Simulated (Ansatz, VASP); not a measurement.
## Au in VASP and in Ansatz

INCAR

```
SYSTEM = Au
  PREC = Accurate
  ENCUT = 520
  EDIFF = 1E-6
  ISMEAR = -1
  SIGMA = 0.1
  LREAL = .FALSE.
  LASPH = .TRUE.
  NELM = 80
  ALGO = Normal
  ISIF = 2
  LWAVE = .FALSE.
  LCHARG = .FALSE.
  GGA = PS
  NBANDS = 12
```

File KPOINTS:

```
regular mesh
0
G
  15 15 15
  0 0 0
```

File POSCAR:

```
Au
1.0
   -1.6422185750      1.6422185750      1.6422185750
    1.6422185750     -1.6422185750      1.6422185750
    1.6422185750      1.6422185750     -1.6422185750
Au
1
Direct
    0.0000000000      0.0000000000      0.0000000000
```

Input for Ansatz:

```yaml
crystal:
  lattice:
    - [-1.642218575, 1.642218575, 1.642218575]
    - [1.642218575, -1.642218575, 1.642218575]
    - [1.642218575, 1.642218575, -1.642218575]
  atoms:
    - { symbol: Au, position: [0.0, 0.0, 0.0] }
hamiltonian:
  xc: pbesol
  pseudopotentials:
    kind: paw
    azcp:
      Au: "pseudopotentials/Au.paw.azcp"
basis:
  ecutwfc: 420
  fft_grid_basis: typed
kpoints:
  mp_grid: { grid: [15, 15, 15], shift: [0, 0, 0] }
magnetization:
  spin_polarized: false
scf:
  occupations: { method: fermi_dirac, width: 0.1 }
  lower_state_search: "off"
output:
  stress: true
```

Alike in both runs: task single point; functional PBEsol; k mesh 15 × 15 × 15; occupations fermi-dirac, width 0.1 eV; no spin polarisation.

```csv
,VASP,Ansatz
version,VASP 6.6.1,Ansatz 0.2.0
potentials or method,"VASP PAW PBE potentials, release 64 (Au), cutoff 520 eV","plane waves (420 eV) with PAW, scalar-relativistic"
valence electrons in the cell,11,19
```

|  | VASP | Ansatz | Ansatz less VASP |
| --- | --- | --- | --- |
| pressure (GPa) | -5.9 | -5.6 | +0.24 |

VASP's potentials were made for PBE, not for PBEsol, and Ansatz warns of the same on its side. VASP's potentials hold 11 valence electrons a cell and Ansatz's 19, so a difference there can come from the potentials and not from the codes.

Neither program's run includes spin-orbit coupling.
